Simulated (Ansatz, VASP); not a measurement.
# One calculation of C, two programs

```xyz
1
Lattice="1.7873 0.0000 0.0000 0.0000 1.7873 0.0000 0.0000 0.0000 1.7873" Properties=species:S:1:pos:R:3 pbc="T T T"
C     0.0000    0.0000    0.0000
```

Change from the starting cell: volume scaled by 1.02.

Alike in both runs: task single point; functional PBE; k mesh 15 × 15 × 15; occupations fermi-dirac, width 0.03 eV; no spin polarisation.

|  | VASP | Ansatz |
| --- | --- | --- |
| version | VASP 6.6.1 | Ansatz 0.2.0 |
| potentials or method | VASP PAW PBE potentials, release 64 (C), cutoff 520 eV | all-electron LAPW, scalar-relativistic |

Ansatz gave:

| Item | Value |
| --- | --- |
| pressure (GPa) | -6.0 |

Question: Which values does VASP return?

Answer: Pressure (GPa): -5.6.

Ansatz ran all-electron here, and VASP with PAW potentials.
